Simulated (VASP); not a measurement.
# Cu3O2 in VASP: notebook

Runs on Cu3O2. Level: PBE. Tasks: single point.

Everything below comes from runs of VASP 6.6.1. Logs are shortened: lines on timing, memory, paths and dates and some standing lists are left out, and cuts for length are marked.

## (1) The cell of the first run

Symmetry: Amm2, No. 38, orthorhombic system. Conventional cell: a = 2.727 Å, b = 5.907 Å, c = 10.216 Å, α = 90.00°, β = 90.00°, γ = 90.00°. Within 2.4 Å of Cu (site symmetry mm2) lie 3 O at 1.82 to 2.10 Å. Cu (site symmetry m) has 3 O at 1.82 to 2.10 Å within 2.4 Å. Within 2.8 Å of O (site symmetry mm2) lie 6 Cu at 2.10 Å and 2 O at 2.73 Å. O (site symmetry mm2) has 3 Cu at 1.82 Å within 2.4 Å.

The cell was built from a structure type or drawn by symmetry, and may not be a known phase.

## (2) Single point, PBE, collinear spin

Input file INCAR:

```
PREC = Accurate ; ENCUT = 520
EDIFF = 1E-6 ; ISMEAR = 0
SIGMA = 0.1 ; LREAL = F
LASPH = T ; NELM = 150
ALGO = Normal ; ISIF = 2
LWAVE = F ; LCHARG = F
ISPIN = 2 ; MAGMOM = 1 -1 -1 0 0
LORBIT = 11 ; LMAXMIX = 4
GGA = PE ; NBANDS = 34
```

Input file KPOINTS:

```
Automatic mesh
0
Gamma
  6 4 4
```

Input file POSCAR:

```
Cu3O2
1.0
    0.0000000000      0.0000000000      2.7266954405
    5.9006603631      0.0038169048      0.0000000000
   -2.9470246385      5.1120302297      0.0000000000
Cu O
3 2
Direct
    0.5000000000      0.4224150846      0.5775849154
    0.5000000000      0.4223768711      0.0447999267
    0.5000000000      0.9552000733      0.5776231289
    0.0000000000      0.2665227140      0.7334772860
    0.5000000000      0.6001519270      0.3998480730
```

Potentials or basis: VASP PAW PBE potentials, release 64 (Cu, O).

Launch:

```
$ cat potpaw_PBE.64/Cu/POTCAR potpaw_PBE.64/O/POTCAR > POTCAR
$ mpirun -np 1 vasp_std > vasp.out
```

OUTCAR:

```text
PREC = Accurate
   ENCUT = 520
   EDIFF = 1E-6
   ISMEAR = 0
   LREAL = F
   LASPH = T
   NELM = 150
   ISIF = 2
   ISPIN = 2
   LORBIT = 11
   GGA = PE

 ion  position               nearest neighbor table
   1  0.500  0.422  0.578-   5 1.82   4 2.10   4 2.10   2 2.76   3 2.76
   2  0.500  0.422  0.045-   5 1.82   4 2.10   4 2.10   1 2.76   3 2.76
   3  0.500  0.955  0.578-   5 1.82   4 2.10   4 2.10   1 2.76   2 2.76
   4  0.000  0.267  0.733-   2 2.10   2 2.10   3 2.10   3 2.10   1 2.10   1 2.10
   5  0.500  0.600  0.400-   2 1.82   3 1.82   1 1.82

  LATTYP: Found a base centered orthorhombic cell.
 ALAT       =     5.9072714427
 B/A-ratio  =     1.7294662583
 C/A-ratio  =     0.4615828927

  Lattice vectors:

 A1 = (   5.9006603631,   0.0038169048,   0.0000000000)
 A2 = (  -2.9470246385,   5.1120302297,   0.0000000000)
 A3 = (   0.0000000000,   0.0000000000,   2.7266954405)

Analysis of symmetry for initial positions (statically):
=====================================================================
 Subroutine PRICEL returns:
 Original cell was already a primitive cell.

 Routine SETGRP: Setting up the symmetry group for a
 base centered orthorhombic supercell.

 Subroutine GETGRP returns: Found  4 space group operations
 (whereof  4 operations were pure point group operations)
 out of a pool of  8 trial point group operations.

The static configuration has the point symmetry C_2v.

Analysis of symmetry for dynamics (positions and initial velocities):
=====================================================================
 Subroutine PRICEL returns:
 Original cell was already a primitive cell.

 Routine SETGRP: Setting up the symmetry group for a
 base centered orthorhombic supercell.

 Subroutine GETGRP returns: Found  4 space group operations
 (whereof  4 operations were pure point group operations)
 out of a pool of  8 trial point group operations.

The dynamic configuration has the point symmetry C_2v.

Analysis of structural, dynamic, and magnetic symmetry:
=====================================================================
 Subroutine PRICEL returns:
 Original cell was already a primitive cell.

 Routine SETGRP: Setting up the symmetry group for a
 base centered orthorhombic supercell.

 Subroutine GETGRP returns: Found  4 space group operations
 (whereof  4 operations were pure point group operations)
 out of a pool of  8 trial point group operations.

The overall configuration has the point symmetry C_2v.

[... 133 lines left out ...]
   LEPSILON=     F    determine dielectric tensor
   LRPA    =     F    only Hartree local field effects (RPA)
 spin polarized calculation
 Gauss-broadening in eV      SIGMA  =   0.10
  energy-cutoff  :      520.00
  volume of cell :       82.28
 maximum number of plane-waves:      2234
   NGX = 11   NGY = 21   NGZ = 21

 number of electron      44.9999975 magnetization      -0.8214675

 Free energy of the ion-electron system (eV)
  ---------------------------------------------------
  ext. energy  EPLUGINS =         0.00000000
  ---------------------------------------------------
  free energy    TOTEN  =       -21.98652363 eV

  energy without entropy =      -21.96867988  energy(sigma->0) =      -21.97760176

 E-fermi :   2.2983     XC(G=0):  -9.0887

 val. band max:        2.2859358934   @ k =   0.1667   0.0000   0.0000
 cond. band min:       2.2988806417   @ k =   0.0000   0.0000   0.0000
 fundamental gap:      0.0129447483
 Fermi energy:         2.2982699469

 spin component 1

 k-point     1 :       0.0000    0.0000    0.0000
  band No.  band energies     occupation
      1     -16.9630      1.00000
      2     -16.2736      1.00000
      3      -4.1327      1.00000
      4      -4.1268      1.00000
      5      -2.8315      1.00000
      6      -2.8276      1.00000
[... 877 lines left out ...]
     33      13.1810      0.00000
     34      14.4710      0.00000

 [... further k-points ...]

 spin component 2

 k-point     1 :       0.0000    0.0000    0.0000
  band No.  band energies     occupation
      1     -17.1208      1.00000
      2     -16.5906      1.00000
      3      -4.2366      1.00000
      4      -4.2306      1.00000
      5      -2.9508      1.00000
      6      -2.9468      1.00000
[... 877 lines left out ...]
     33      13.1784      0.00000
     34      14.4387      0.00000

 [... further k-points ...]

------------------------ aborting loop because EDIFF is reached ----------------------------------------

  FORCE on cell =-STRESS in cart. coord.  units (eV):
  Direction    XX          YY          ZZ          XY          YZ          ZX
  --------------------------------------------------------------------------------------
  -------------------------------------------------------------------------------------
  Total        0.2973457      0.2947237      0.2761891     -0.0022707      0.0000000      0.0000000
  in kB        5.7900154      5.7389588      5.3780466     -0.0442163      0.0000000      0.0000000
  external PRESSURE =       5.6356736 kB  Pullay stress =       0.0000000 kB

 VOLUME and BASIS-vectors are now :
 -----------------------------------------------------------------------------
  energy-cutoff  :      520.00
  volume of cell :       82.28
      direct lattice vectors                 reciprocal lattice vectors
     0.000000000  0.000000000  2.726695440     0.000000000  0.000000000  0.366744296
     5.900660363  0.003816905  0.000000000     0.169409383  0.097662495  0.000000000
    -2.947024638  5.112030230  0.000000000    -0.000126490  0.195544077  0.000000000

 POSITION                                       TOTAL-FORCE (eV/Angst)
 -----------------------------------------------------------------------------------
      0.79037      2.95424      1.36335        -0.054996      0.031752      0.000000
      2.36028      0.23063      1.36335        -0.000157     -0.064331      0.000000
      3.93404      2.95647      1.36335         0.055634      0.032302      0.000000
     -0.58892      3.75058      0.00000         0.000360     -0.000208      0.000000
      2.36293      2.04633      1.36335        -0.000840      0.000485      0.000000
 -----------------------------------------------------------------------------------
    total drift:                                0.000080     -0.000047     -0.000000

  FREE ENERGIE OF THE ION-ELECTRON SYSTEM (eV)
  ---------------------------------------------------
  free  energy   TOTEN  =       -21.9865236312 eV

  energy  without entropy=      -21.9686798813  energy(sigma->0) =      -21.97760176

 total charge

# of ion       s       p       d       tot
------------------------------------------
    1        0.379   0.310   9.218   9.908
    2        0.379   0.310   9.218   9.908
    3        0.379   0.310   9.218   9.908
    4        1.569   3.356   0.000   4.924
    5        1.554   3.418   0.000   4.973
--------------------------------------------------
tot          4.260   7.705  27.654  39.619

 magnetization (x)

# of ion       s       p       d       tot
------------------------------------------
    1        0.001   0.001  -0.178  -0.176
    2        0.001   0.001  -0.178  -0.177
    3        0.001   0.001  -0.178  -0.177
    4       -0.005  -0.063   0.000  -0.068
    5       -0.004  -0.204   0.000  -0.208
--------------------------------------------------
tot         -0.005  -0.265  -0.535  -0.806
```

Run time: 5.7 min. Hardware: 1 thread of Intel Xeon 8259CL, shared host; peak memory 0.3 GiB.

Results:

```yaml
Free_energy: -21.9865 eV
Pressure: 0.6 GPa
Largest_force: 0.064 eV/Å
Net_moment: -0.82 μB per cell
Site_moments: Cu -0.18; O -0.07, -0.21 μB
Valence_electrons_inside_the_program's_atomic_spheres: Cu 9.91; O 4.92, 4.97
```

Forces in eV/Å, atoms in the order of the input:
```
Cu  -0.055  0.032  0.000
Cu   0.000 -0.064  0.000
Cu   0.056  0.032  0.000
O    0.000  0.000  0.000
O   -0.001  0.000  0.000
```

Levels at points of the mesh, in eV from the Fermi level:
Spin up:
| k point | band 18 | band 19 | band 20 | band 21 | band 22 | band 23 | band 24 | band 25 | band 26 | band 27 |
| --- | --- | --- | --- | --- | --- | --- | --- | --- | --- | --- |
| (0.00, 0.00, 0.00) | -1.43 | -1.43 | -1.43 | -1.02 | -1.02 | 0.10 | 0.97 | 3.50 | 3.52 | 6.03 |
| (0.50, 0.00, 0.00) | -0.93 | -0.92 | -0.83 | -0.41 | -0.21 | -0.21 | 4.36 | 5.10 | 5.38 | 5.39 |
| (0.00, 0.50, 0.00) | -1.43 | -1.25 | -1.13 | -0.84 | -0.24 | 0.42 | 1.60 | 2.23 | 3.71 | 4.47 |
| (0.50, 0.50, 0.00) | -1.34 | -0.97 | -0.83 | -0.17 | -0.02 | 0.31 | 4.31 | 4.55 | 5.80 | 6.40 |
| (0.00, 0.50, 0.50) | -1.43 | -1.26 | -1.13 | -0.84 | -0.25 | 0.42 | 1.60 | 2.23 | 3.71 | 4.46 |
| (0.50, 0.50, 0.50) | -1.34 | -0.97 | -0.83 | -0.17 | -0.02 | 0.31 | 4.32 | 4.55 | 5.79 | 6.40 |
Spin down:
| k point | band 21 | band 22 | band 23 | band 24 | band 25 | band 26 |
| --- | --- | --- | --- | --- | --- | --- |
| (0.00, 0.00, 0.00) | -1.16 | -1.16 | 0.00 | 0.46 | 3.49 | 3.51 |
| (0.50, 0.00, 0.00) | -0.93 | -0.35 | -0.35 | 4.25 | 5.05 | 5.38 |
| (0.00, 0.50, 0.00) | -0.97 | -0.76 | -0.06 | 1.51 | 2.17 | 3.67 |
| (0.50, 0.50, 0.00) | -0.30 | -0.17 | -0.17 | 4.29 | 4.53 | 5.77 |
| (0.00, 0.50, 0.50) | -0.98 | -0.76 | -0.05 | 1.51 | 2.18 | 3.67 |
| (0.50, 0.50, 0.50) | -0.30 | -0.17 | -0.17 | 4.29 | 4.53 | 5.76 |

Caveat: the k points lie up to 0.38 Å⁻¹ apart. With open d or f shells a metallic result of PBE can be an artefact of self-interaction; +U or a hybrid may open a gap.

## (3) Single point, PBE, collinear spin

This run uses another cell than the first one, of 13.50 Å³/atom.

Input file INCAR:

```
PREC = Accurate
ENCUT = 520
EDIFF = 1E-7
ISMEAR = 0
SIGMA = 0.1
LREAL = F
LASPH = T
NELM = 150
ALGO = Normal
ISIF = 2
LWAVE = F
LCHARG = F
ISPIN = 2
MAGMOM = 1 -1 -1 0 0
LORBIT = 11
LMAXMIX = 4
GGA = PE
NBANDS = 34
```

Input file KPOINTS:

```
regular mesh
0
Gamma
  6 6 4
```

Input file POSCAR:

```
Cu3O2
1.0
    4.5326387500      0.0000000000      0.0000000000
   -2.2663193700      3.9253803000      0.0000000000
    0.0000000000      0.0000000000      3.7941285000
Cu O
3 2
Direct
    0.4879607400      0.5120392600      0.5000000000
    0.4879607400      0.9759214800      0.5000000000
    0.0240785200      0.5120392600      0.5000000000
    0.0000000000      0.0000000000      0.0000000000
    0.6666666700      0.3333333300      0.5000000000
```

Potentials or basis: VASP PAW PBE potentials, release 64 (Cu, O).

Launch:

```
$ cat potpaw_PBE.64/Cu/POTCAR potpaw_PBE.64/O/POTCAR > POTCAR
$ mpirun -np 1 vasp_std > vasp.out
```

OUTCAR:

```text
PREC = Accurate
   ENCUT = 520
   EDIFF = 1E-7
   ISMEAR = 0
   LREAL = F
   LASPH = T
   NELM = 150
   ISIF = 2
   ISPIN = 2
   LORBIT = 11
   GGA = PE

 ion  position               nearest neighbor table
   1  0.488  0.512  0.500-   5 1.40   2 2.10   3 2.10   2 2.43   3 2.43
   2  0.488  0.976  0.500-   5 1.40   1 2.10   3 2.10   1 2.43   3 2.43
   3  0.024  0.512  0.500-   5 1.40   2 2.10   1 2.10   2 2.43   1 2.43
   4  0.000  0.000  0.000-
   5  0.667  0.333  0.500-   2 1.40   3 1.40   1 1.40

  LATTYP: Found a hexagonal cell.
 ALAT       =     4.5326387500
 C/A-ratio  =     0.8370683633

  Lattice vectors:

 A1 = (   4.5326387500,   0.0000000000,   0.0000000000)
 A2 = (  -2.2663193700,   3.9253803000,   0.0000000000)
 A3 = (   0.0000000000,   0.0000000000,   3.7941285000)

Analysis of symmetry for initial positions (statically):
=====================================================================
[... 1990 lines left out ...]
  --------------------------------------------------------------------------------------
  -------------------------------------------------------------------------------------
  Total       54.8199690     54.8199077     -3.0774202     -0.0000529      0.0000000      0.0000000
  in kB     1301.0814552   1301.0800004    -73.0386113     -0.0012561      0.0000000      0.0000000
  external PRESSURE =     843.0409481 kB  Pullay stress =       0.0000000 kB

 VOLUME and BASIS-vectors are now :
 -----------------------------------------------------------------------------
  energy-cutoff  :      520.00
  volume of cell :       67.51
      direct lattice vectors                 reciprocal lattice vectors
     4.532638750  0.000000000  0.000000000     0.220622038  0.127376193  0.000000000
    -2.266319370  3.925380300  0.000000000     0.000000000  0.254752387  0.000000000
     0.000000000  0.000000000  3.794128500     0.000000000  0.000000000  0.263565138

 POSITION                                       TOTAL-FORCE (eV/Angst)
 -----------------------------------------------------------------------------------
      1.05131      2.00995      1.89706       -15.545222      8.975038      0.000000
      0.00000      3.83086      1.89706         0.000012    -17.950040      0.000000
     -1.05131      2.00995      1.89706        15.545197      8.975009      0.000000
      0.00000      0.00000      0.00000         0.000009     -0.000005      0.000000
      2.26632      1.30846      1.89706         0.000003     -0.000002      0.000000
 -----------------------------------------------------------------------------------
    total drift:                               -0.000049      0.000029     -0.000000

  FREE ENERGIE OF THE ION-ELECTRON SYSTEM (eV)
  ---------------------------------------------------
  free  energy   TOTEN  =        -7.2559575717 eV

  energy  without entropy=       -7.2028903688  energy(sigma->0) =       -7.22942397

 total charge

# of ion       s       p       d       tot
------------------------------------------
    1        0.688   0.831   9.325  10.844
    2        0.688   0.831   9.325  10.844
    3        0.688   0.831   9.325  10.844
    4        1.607   3.092   0.000   4.699
    5        1.645   3.903   0.000   5.548
--------------------------------------------------
tot          5.317   9.488  27.974  42.778

 magnetization (x)

# of ion       s       p       d       tot
------------------------------------------
    1        0.000  -0.000   0.000   0.000
    2       -0.000   0.000  -0.000  -0.000
    3       -0.000   0.000  -0.000  -0.000
    4       -0.000  -0.000   0.000  -0.000
    5        0.000   0.000   0.000   0.000
--------------------------------------------------
tot         -0.000  -0.000   0.000  -0.000
```

stdout:

```text
POSCAR found type information on POSCAR CuO
 POSCAR found :  2 types and       5 ions
 scaLAPACK will be used
 LDA part: xc-table for (Slater+PW92), standard interpolation
 POSCAR, INCAR and KPOINTS ok, starting setup
 FFT: planning ... GRIDC
 FFT: planning ... GRID_SOFT
 FFT: planning ... GRID
 WAVECAR not read
 entering main loop
```

It took 6.1 min on 1 thread of Intel Xeon 8259CL, shared host; peak memory 0.29 GiB.

Results:

```
Free energy                                           : -7.2560 eV
Pressure                                              : 84.3 GPa
Largest force                                         : 17.950 eV/Å
Net moment                                            : 0.00 μB per cell
Valence electrons inside the program's atomic spheres : Cu 10.84; O 4.70, 5.55
```

Forces on the atoms (eV/Å):
```
Cu  -15.545   8.975   0.000
Cu    0.000 -17.950   0.000
Cu   15.545   8.975   0.000
O     0.000   0.000   0.000
O     0.000   0.000   0.000
```

Caveat: the k points lie up to 0.41 Å⁻¹ apart; forces of over 1 eV/Å act on the atoms, so gaps and moduli don't describe the material at rest.
